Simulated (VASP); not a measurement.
Set up this calculation in VASP 6.6.1, as the native input.

| Item | Value |
| --- | --- |
| Task | single point |
| Functional | PBE |
| Potentials or basis | VASP PAW PBE potentials, release 64 (Ru_pv) |
| Cutoff | 520 eV |
| k mesh | 18 × 18 × 10 |
| Occupations | fermi-dirac, width 0.08 eV |
| Spin | no spin polarisation |
| Dipole correction | no |
| Further INCAR settings | ALGO = Normal; EDIFF = 1e-07; NBANDS = 21 |

The structure of Ru lies in POSCAR:

```
Ru
1.0
    2.7207384563      0.0000000000      0.0000000000
   -1.3603692282      2.3562286202      0.0000000000
    0.0000000000      0.0000000000      4.2960587739
Ru
2
Direct
    0.3333333333      0.6666666667      0.2500000000
    0.6666666667      0.3333333333      0.7500000000
```

The input as run:

INCAR

```
SYSTEM = Ru
PREC = Accurate ; ENCUT = 520
EDIFF = 1E-7 ; ISMEAR = -1
SIGMA = 0.08 ; LREAL = .FALSE.
LASPH = .TRUE. ; NELM = 80
ALGO = Normal ; ISIF = 2
LWAVE = .FALSE. ; LCHARG = .FALSE.
GGA = PE ; NBANDS = 21
```

KPOINTS

```
Automatic mesh
0
G
  18 18 10
  0 0 0
```

Potentials or basis: VASP PAW PBE potentials, release 64 (Ru_pv).

Command:

```bash
$ cat potpaw_PBE.64/Ru_pv/POTCAR > POTCAR
$ mpirun -np 1 vasp_std > vasp.out
```

Results of the run:

```
Pressure               : -0.1 GPa
Band gap on the k mesh : zero (bands 14 and 15 overlap by 3.06 eV)
```

It took 100 s on 1 thread of Intel Xeon 8259CL (shared host), peak memory 0.22 GiB.
